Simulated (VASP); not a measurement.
# SiC4 (P-3m1) in VASP: notebook, part 2 of 2

VASP 6.6.1.

## 3. Single point, PBE, collinear spin

This run uses another cell than the first one, of 13.29 Å³/atom.

File INCAR:

```
PREC = Accurate
ENCUT = 520
EDIFF = 1E-6
ISMEAR = 0
SIGMA = 0.1
LREAL = False
LASPH = True
NELM = 150
ALGO = Normal
ISIF = 2
LWAVE = False
LCHARG = False
ISPIN = 2
MAGMOM = 0 0 1 1 1 1 1 1 1 1
LORBIT = 11
GGA = PE
NBANDS = 35
```

File KPOINTS:

```
Automatic mesh
0
Gamma
  6 6 1
```

File POSCAR:

```
SiC4
1.0
    2.6648805700      0.0000000000      0.0000000000
   -1.3324402900      2.3078542700      0.0000000000
    0.0000000000      0.0000000000     21.6100261100
Si C
2 8
Direct
    0.6666666700      0.3333333300      0.1500000000
    0.3333333300      0.6666666700      0.8500000000
    0.6666666700      0.3333333300      0.9500000000
    0.6666666700      0.3333333300      0.3500000000
    0.6666666700      0.3333333300      0.5500000000
    0.6666666700      0.3333333300      0.7500000000
    0.3333333300      0.6666666700      0.0500000000
    0.3333333300      0.6666666700      0.2500000000
    0.3333333300      0.6666666700      0.4500000000
    0.3333333300      0.6666666700      0.6500000000
```

Potentials or basis: VASP PAW PBE potentials, release 64 (Si, C).

Started as:

```bash
> cat potpaw_PBE.64/Si/POTCAR potpaw_PBE.64/C/POTCAR > POTCAR
> mpirun -np 1 vasp_std > vasp.out
```

OUTCAR:

```text
PREC = Accurate
   ENCUT = 520
   EDIFF = 1E-6
   ISMEAR = 0
   LREAL = False
   LASPH = True
   NELM = 150
   ISIF = 2
   ISPIN = 2
   LORBIT = 11
   GGA = PE

 ion  position               nearest neighbor table
   1  0.667  0.333  0.150-
   2  0.333  0.667  0.850-
   3  0.667  0.333  0.950-
   4  0.667  0.333  0.350-
   5  0.667  0.333  0.550-
   6  0.667  0.333  0.750-
   7  0.333  0.667  0.050-
   8  0.333  0.667  0.250-
   9  0.333  0.667  0.450-
  10  0.333  0.667  0.650-

  LATTYP: Found a hexagonal cell.
[... 726 lines left out ...]
      1.33244      0.76928     11.88551         0.000000      0.000000     -0.016369
      1.33244      0.76928     16.20752        -0.000000      0.000000     -0.122955
     -0.00000      1.53857      1.08050         0.000000      0.000000     -0.281467
     -0.00000      1.53857      5.40251         0.000000     -0.000000      0.122955
     -0.00000      1.53857      9.72451        -0.000000     -0.000000      0.016369
     -0.00000      1.53857     14.04652        -0.000000      0.000000      0.139317
 -----------------------------------------------------------------------------------
    total drift:                                0.000000      0.000000      0.000000

  FREE ENERGIE OF THE ION-ELECTRON SYSTEM (eV)
  ---------------------------------------------------
  free  energy   TOTEN  =       -41.2247662371 eV

  energy  without entropy=      -41.1754625388  energy(sigma->0) =      -41.20011439

 total charge

# of ion       s       p       d       tot
------------------------------------------
    1        0.837   0.639   0.000   1.475
    2        0.837   0.639   0.000   1.475
    3        1.058   0.918   0.000   1.976
    4        1.079   0.849   0.000   1.928
    5        1.079   0.853   0.000   1.932
    6        1.059   0.922   0.000   1.982
    7        1.058   0.918   0.000   1.976
    8        1.059   0.922   0.000   1.982
    9        1.079   0.853   0.000   1.932
   10        1.079   0.849   0.000   1.928
--------------------------------------------------
tot         10.224   8.363   0.000  18.587

 magnetization (x)

# of ion       s       p       d       tot
------------------------------------------
    1       -0.000  -0.000   0.000  -0.000
    2       -0.000  -0.000   0.000  -0.000
    3       -0.000  -0.000   0.000  -0.000
    4       -0.000  -0.000   0.000  -0.000
    5       -0.000  -0.001   0.000  -0.001
    6       -0.000  -0.000   0.000  -0.000
    7       -0.000  -0.000   0.000  -0.000
    8       -0.000  -0.000   0.000  -0.000
    9       -0.000  -0.001   0.000  -0.001
   10       -0.000  -0.000   0.000  -0.000
--------------------------------------------------
tot         -0.001  -0.004   0.000  -0.004
```

OSZICAR:

```text
N       E                     dE             d eps       ncg     rms          rms(c)
DAV:   1     0.888114350781E+02    0.88811E+02   -0.16884E+04   980   0.983E+02
DAV:   2    -0.312722185802E+02   -0.12008E+03   -0.11051E+03  1210   0.163E+02
DAV:   3    -0.398603911438E+02   -0.85882E+01   -0.81081E+01  1300   0.350E+01
DAV:   4    -0.401657302422E+02   -0.30534E+00   -0.30139E+00  1472   0.616E+00
[... 18 lines left out ...]
DAV:  23    -0.412247533123E+02   -0.12239E-04   -0.23218E-05  1393   0.190E-02    0.121E-02
DAV:  24    -0.412247622989E+02   -0.89866E-05   -0.42866E-05  1491   0.255E-02    0.730E-03
DAV:  25    -0.412247662257E+02   -0.39269E-05   -0.11969E-05  1378   0.140E-02    0.495E-03
DAV:  26    -0.412247662371E+02   -0.11378E-07   -0.31632E-06   866   0.727E-03
   1 F= -.41224766E+02 E0= -.41200114E+02  d E =-.493037E-01  mag=    -0.0045
```

It took 70 s on 1 thread of Intel Xeon 6975P-C (Granite Rapids), shared host; peak memory 0.3 GiB.

Results:

```
Free energy                                           : -41.2248 eV
Pressure                                              : -24.2 GPa
Largest force                                         : 0.281 eV/Å
Band gap on the k mesh                                : zero (filled and empty bands overlap)
Net moment                                            : -0.01 μB per cell
Valence electrons inside the program's atomic spheres : Si 1.48; C 1.98, 1.93 (each value once)
```

Forces in eV/Å, atoms in the order of the input:
```
Si   0.000  0.000  0.043
Si   0.000  0.000 -0.043
C    0.000  0.000  0.281
C    0.000  0.000 -0.139
C    0.000  0.000 -0.016
C    0.000  0.000 -0.123
C    0.000  0.000 -0.281
C    0.000  0.000  0.123
C    0.000  0.000  0.016
C    0.000  0.000  0.139
```

Levels at points of the mesh, in eV from the Fermi level:
Spin up:
| k point | band 16 | band 17 | band 18 | band 19 | band 20 | band 21 | band 22 | band 23 | band 24 | band 25 |
| --- | --- | --- | --- | --- | --- | --- | --- | --- | --- | --- |
| (0.00, 0.00, 0.00) | 1.87 | 2.28 | 3.38 | 3.38 | 3.52 | 3.52 | 3.57 | 3.57 | 3.68 | 3.68 |
| (0.50, 0.00, 0.00) | -3.34 | -2.63 | -2.19 | -1.81 | -1.32 | -0.64 | 0.43 | 0.63 | 1.53 | 1.55 |
Spin down:
| k point | band 17 | band 18 | band 19 | band 20 | band 21 | band 22 | band 23 | band 24 |
| --- | --- | --- | --- | --- | --- | --- | --- | --- |
| (0.00, 0.00, 0.00) | 2.28 | 3.38 | 3.38 | 3.51 | 3.51 | 3.56 | 3.56 | 3.68 |
| (0.50, 0.00, 0.00) | -2.63 | -2.19 | -1.81 | -1.32 | -0.64 | 0.43 | 0.62 | 1.53 |

Caveat: the k points lie up to 0.45 Å⁻¹ apart, too coarse for converged energies and pressures of a metal.

## 4. Single point, PBE

This run uses another cell than the first one, of 14.08 Å³/atom.

File INCAR:

```
SYSTEM = SiC4
PREC     = Accurate       ! precision mode
ENCUT    = 520            ! plane-wave cutoff, eV
EDIFF    = 1E-7           ! SCF threshold, eV
ISMEAR   = 0              ! smearing method
SIGMA    = 0.1            ! smearing width, eV
LREAL    = .False.        ! projectors in reciprocal space
LASPH    = .True.         ! aspherical terms in the spheres
NELM     = 60             ! most SCF steps
ALGO     = Normal         ! electronic algorithm
ISIF     = 2              ! what is computed and relaxed
LWAVE    = .False.        ! write WAVECAR
LCHARG   = .False.        ! write CHGCAR
GGA      = PE             ! functional
NBANDS   = 31             ! bands
```

File KPOINTS:

```
regular mesh
0
Gamma
  18 18 2
  0 0 0
```

File POSCAR:

```
SiC4
1.0
    2.4699213893      0.0000000000      0.0000000000
   -1.2349606946      2.1390146685      0.0000000000
    0.0000000000      0.0000000000     26.6549213002
Si C
2 8
Direct
    0.6666666667      0.3333333333      0.1674906007
    0.3333333333      0.6666666667      0.8325093993
    0.6666666667      0.3333333333      0.0000008050
    0.6666666667      0.3333333333      0.3352341532
    0.6666666667      0.3333333333      0.4999999032
    0.6666666667      0.3333333333      0.6647612476
    0.3333333333      0.6666666667      0.9999991950
    0.3333333333      0.6666666667      0.3352387524
    0.3333333333      0.6666666667      0.5000000968
    0.3333333333      0.6666666667      0.6647658468
```

Started as:

```bash
> cat potpaw_PBE.64/Si/POTCAR potpaw_PBE.64/C/POTCAR > POTCAR
> mpirun -np 1 vasp_std > vasp.out
```

Wall time 3.4 min (1 thread of Intel Xeon 6975P-C (Granite Rapids), shared host); peak memory 0.38 GiB.

Results (log left out):

```
Free energy            : -82.7354 eV
Pressure               : 0.2 GPa
Band gap on the k mesh : zero (bands 20 and 21 overlap by 0.98 eV)
```

Stress tensor (GPa, compression positive):
```
 0.31  0.00  0.00
 0.00  0.31  0.00
 0.00  0.00 -0.01
```

Levels at points of the mesh, in eV from the Fermi level:
| k point | band 17 | band 18 | band 19 | band 20 | band 21 | band 22 | band 23 | band 24 |
| --- | --- | --- | --- | --- | --- | --- | --- | --- |
| (0.00, 0.00, 0.00) | -3.02 | -3.02 | -3.01 | -3.01 | 2.53 | 2.96 | 3.56 | 4.86 |
| (0.50, 0.00, 0.00) | -2.41 | -2.32 | -2.30 | -2.25 | 1.56 | 1.69 | 1.70 | 1.82 |
| (0.00, 0.00, 0.50) | -3.02 | -3.02 | -3.01 | -3.01 | 2.57 | 2.84 | 3.74 | 4.54 |
| (0.50, 0.00, 0.50) | -2.41 | -2.32 | -2.30 | -2.25 | 1.56 | 1.68 | 1.71 | 1.82 |

## 5. Single point, PBE

This run uses another cell than the first one, of 14.08 Å³/atom.

File INCAR:

```
PREC = Accurate
ENCUT = 520
EDIFF = 1E-6
ISMEAR = 0
SIGMA = 0.1
LREAL = F
LASPH = T
NELM = 100
ALGO = Normal
ISIF = 2
LWAVE = F
LCHARG = F
GGA = PE
NBANDS = 31
```

File KPOINTS:

```
regular mesh
0
Gamma
  18 18 2
```

POSCAR is that of step 4.

Potentials or basis: VASP PAW PBE potentials, release 64 (Si, C).

Started as:

```bash
> cat potpaw_PBE.64/Si/POTCAR potpaw_PBE.64/C/POTCAR > POTCAR
> mpirun -np 1 vasp_std > vasp.out
```

OUTCAR:

```text
PREC = Accurate
   ENCUT = 520
   EDIFF = 1E-6
   ISMEAR = 0
   LREAL = F
   LASPH = T
   NELM = 100
   ISIF = 2
   GGA = PE

 ion  position               nearest neighbor table
   1  0.667  0.333  0.167-
   2  0.333  0.667  0.833-
   3  0.667  0.333  0.000-   7 1.43   7 1.43   7 1.43
   4  0.667  0.333  0.335-   8 1.43   8 1.43   8 1.43
   5  0.667  0.333  0.500-   9 1.43   9 1.43   9 1.43
   6  0.667  0.333  0.665-  10 1.43  10 1.43  10 1.43
   7  0.333  0.667  1.000-   3 1.43   3 1.43   3 1.43
   8  0.333  0.667  0.335-   4 1.43   4 1.43   4 1.43
   9  0.333  0.667  0.500-   5 1.43   5 1.43   5 1.43
  10  0.333  0.667  0.665-   6 1.43   6 1.43   6 1.43

  LATTYP: Found a hexagonal cell.
 ALAT       =     2.4699213893
 C/A-ratio  =    10.7918095757

  Lattice vectors:

 A1 = (   2.4699213893,   0.0000000000,   0.0000000000)
 A2 = (  -1.2349606946,   2.1390146685,   0.0000000000)
 A3 = (   0.0000000000,   0.0000000000,  26.6549213002)

Analysis of symmetry for initial positions (statically):
=====================================================================
 Subroutine PRICEL returns:
 Original cell was already a primitive cell.

 Routine SETGRP: Setting up the symmetry group for a
 hexagonal supercell.

 Subroutine GETGRP returns: Found 12 space group operations
 (whereof 12 operations were pure point group operations)
 out of a pool of 24 trial point group operations.

The static configuration has the point symmetry D_3d.

Analysis of symmetry for dynamics (positions and initial velocities):
=====================================================================
 Subroutine PRICEL returns:
 Original cell was already a primitive cell.

 Routine SETGRP: Setting up the symmetry group for a
 hexagonal supercell.
[... 144 lines left out ...]
  Thomas-Fermi vector in A             =   2.212019
   LORBIT       =      0    0 simple, 1 ext, 2 COOP (PROOUT), +10 PAW based schemes
   GGA     = PE    functional components
   LHFCALC =     F    Hartree Fock is set to
   AEXX    =    0.0000 exact exchange contribution
   IVDW    =     0    specifies the selected vdW correction
   LEPSILON=     F    determine dielectric tensor
   LRPA    =     F    only Hartree local field effects (RPA)
 non-spin polarized calculation
 Gauss-broadening in eV      SIGMA  =   0.10
  energy-cutoff  :      520.00
  volume of cell :      140.82
 maximum number of plane-waves:      3844
   NGX =  9   NGY =  9   NGZ = 99

 number of electron      39.9999987 magnetization

 Free energy of the ion-electron system (eV)
  ---------------------------------------------------
  ext. energy  EPLUGINS =         0.00000000
  ---------------------------------------------------
  free energy    TOTEN  =       -82.73542935 eV

  energy without entropy =      -82.72823900  energy(sigma->0) =      -82.73183417

 E-fermi :   3.1170     XC(G=0):  -8.4973

 val. band max:        3.0592451731   @ k =   0.3333   0.3333   0.5000
 cond. band min:       3.1389514504   @ k =   0.3333   0.0556   0.0000
 fundamental gap:      0.0797062773
 Fermi energy:         3.1169674060

 k-point     1 :       0.0000    0.0000    0.0000
  band No.  band energies     occupation
      1     -16.3638      2.00000
      2     -16.3406      2.00000
      3     -16.3367      2.00000
      4     -16.3217      2.00000
      5      -9.6329      2.00000
      6      -9.6323      2.00000
[... 805 lines left out ...]
     30       9.1496      0.00000
     31      11.7315      0.00000

 [... further k-points ...]

------------------------ aborting loop because EDIFF is reached ----------------------------------------

  FORCE on cell =-STRESS in cart. coord.  units (eV):
  Direction    XX          YY          ZZ          XY          YZ          ZX
  --------------------------------------------------------------------------------------
  -------------------------------------------------------------------------------------
  Total        0.2744982      0.2744982     -0.0061737      0.0000000      0.0000000     -0.0000000
  in kB        3.1230270      3.1230270     -0.0702399      0.0000000      0.0000000     -0.0000000
  external PRESSURE =       2.0586047 kB  Pullay stress =       0.0000000 kB

 VOLUME and BASIS-vectors are now :
 -----------------------------------------------------------------------------
  energy-cutoff  :      520.00
  volume of cell :      140.82
      direct lattice vectors                 reciprocal lattice vectors
     2.469921389  0.000000000  0.000000000     0.404871185  0.233752488  0.000000000
    -1.234960695  2.139014669  0.000000000     0.000000000  0.467504975  0.000000000
     0.000000000  0.000000000 26.654921300     0.000000000  0.000000000  0.037516524

 POSITION                                       TOTAL-FORCE (eV/Angst)
 -----------------------------------------------------------------------------------
      1.23496      0.71300      4.46445         0.000000      0.000000      0.000036
     -0.00000      1.42601     22.19047         0.000000     -0.000000     -0.000036
      1.23496      0.71300      0.00002         0.000000      0.000000      0.000879
      1.23496      0.71300      8.93564        -0.000000     -0.000000      0.000848
      1.23496      0.71300     13.32746        -0.000000      0.000000      0.000091
      1.23496      0.71300     17.71916         0.000000     -0.000000      0.001708
     -0.00000      1.42601     26.65490        -0.000000     -0.000000     -0.000879
     -0.00000      1.42601      8.93576        -0.000000      0.000000     -0.001708
     -0.00000      1.42601     13.32746         0.000000     -0.000000     -0.000091
     -0.00000      1.42601     17.71928         0.000000      0.000000     -0.000848
 -----------------------------------------------------------------------------------
    total drift:                               -0.000000     -0.000000      0.000000

  FREE ENERGIE OF THE ION-ELECTRON SYSTEM (eV)
  ---------------------------------------------------
  free  energy   TOTEN  =       -82.7354293466 eV

  energy  without entropy=      -82.7282390013  energy(sigma->0) =      -82.73183417
```

It took 3.5 min on 1 thread of Intel Xeon 6975P-C (Granite Rapids), shared host; peak memory 0.38 GiB.

What came out:

| Item | Value |
| --- | --- |
| Free energy | -82.7354 eV |
| Pressure | 0.2 GPa |
| Band gap on the k mesh | zero (bands 20 and 21 overlap by 0.98 eV) |

Levels at points of the mesh, in eV from the Fermi level:
| k point | band 17 | band 18 | band 19 | band 20 | band 21 | band 22 | band 23 | band 24 |
| --- | --- | --- | --- | --- | --- | --- | --- | --- |
| (0.00, 0.00, 0.00) | -3.02 | -3.02 | -3.01 | -3.01 | 2.53 | 2.96 | 3.56 | 4.86 |
| (0.50, 0.00, 0.00) | -2.42 | -2.32 | -2.30 | -2.25 | 1.56 | 1.69 | 1.70 | 1.82 |
| (0.00, 0.00, 0.50) | -3.02 | -3.02 | -3.01 | -3.01 | 2.57 | 2.84 | 3.74 | 4.54 |
| (0.50, 0.00, 0.50) | -2.42 | -2.32 | -2.30 | -2.25 | 1.56 | 1.68 | 1.71 | 1.82 |

## 6. Overview

| spin | cell | k mesh | gap on the mesh (eV) | pressure (GPa) | moment (μB) | largest force (eV/Å) |
| --- | --- | --- | --- | --- | --- | --- |
| collinear | a = 2.470, b = 2.470, c = 24.115 Å, angles 90.0, 90.0, 120.0°, 10 atoms, atomic positions A | 6 × 6 × 1 | none | 0.4 | 0.18 | 0.01 |
| collinear | a = 2.665, b = 2.665, c = 21.610 Å, angles 90.0, 90.0, 120.0°, 10 atoms, atomic positions B | 6 × 6 × 1 | none | -24.2 | 0.01 | 0.28 |
| off | a = 2.470, b = 2.470, c = 26.655 Å, angles 90.0, 90.0, 120.0°, 10 atoms, atomic positions C | 18 × 18 × 2 | none | 0.2 | - | - |

Alike in all rows: task single point; level PBE; potentials or basis VASP PAW PBE potentials, release 64 (Si, C); cutoff (eV) 520; smearing gaussian 0.1 eV.

Caveats: some runs use coarse meshes.

Total energies depend on the potentials used, so only differences within one code and one set of settings carry meaning.

The gap in the log of VASP goes by the Fermi energy; the results here count the filled bands.